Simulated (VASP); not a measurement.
A run of VASP 6.6.1:

File INCAR:

```
SYSTEM = Cu6N
PREC = Accurate
ENCUT = 520
EDIFF = 1E-7
ISMEAR = 0
SIGMA = 0.1
LREAL = .False.
LASPH = .True.
NELM = 100
ALGO = Normal
ISIF = 2
LWAVE = .False.
LCHARG = .True.
LDIPOL = .True.
IDIPOL = 3
DIPOL = 0.5 0.5 0.301
GGA = PE
IVDW = 12
LELF = .True.
LVHAR = .True.
LVACPOTAV = .True.
NBANDS = 84
```

File KPOINTS:

```
Automatic mesh
0
Gamma
  6 6 1
  0 0 0
```

File POSCAR:

```
Cu6N
1.0
    5.0393684011      0.0000000000      0.0000000000
   -2.5196842005      4.3642210544      0.0000000000
    0.0000000000      0.0000000000     22.8221943999
Cu N
12 2
Direct
    0.3333333333      0.1666666667      0.1752679839
    0.3333333333      0.6666666667      0.1752679839
    0.8333333333      0.1666666667      0.1752679839
    0.8333333333      0.6666666667      0.1752679839
    0.1666666667      0.3333333333      0.2655783499
    0.1666666667      0.8333333333      0.2655783499
    0.6666666667      0.3333333333      0.2655783499
    0.6666666667      0.8333333333      0.2655783499
    0.0000000000      0.0000000000      0.3558901593
    0.0000000000      0.5000000000      0.3558901593
    0.5000000000      0.0000000000      0.3558901593
    0.5000000000      0.5000000000      0.3558901593
    0.2500000000      0.1666666667      0.4873411472
    0.2500000000      0.1666666667      0.5355398427
```

Potentials or basis: VASP PAW PBE potentials, release 64 (Cu, N).

Run with:

```sh
$ cat potpaw_PBE.64/Cu/POTCAR potpaw_PBE.64/N/POTCAR > POTCAR
$ mpirun -np 1 vasp_std > vasp.out
```

Hardware: 1 thread of Intel(R) Xeon(R) Platinum 8488C (Sapphire Rapids), with other jobs on the host.

Q: Estimate the wall time of this run.

A: It took 47 min on 1 thread of Intel(R) Xeon(R) Platinum 8488C (Sapphire Rapids), with other jobs on the host, peak memory 0.93 GiB. Counts: scf iterations 34, k points 20.
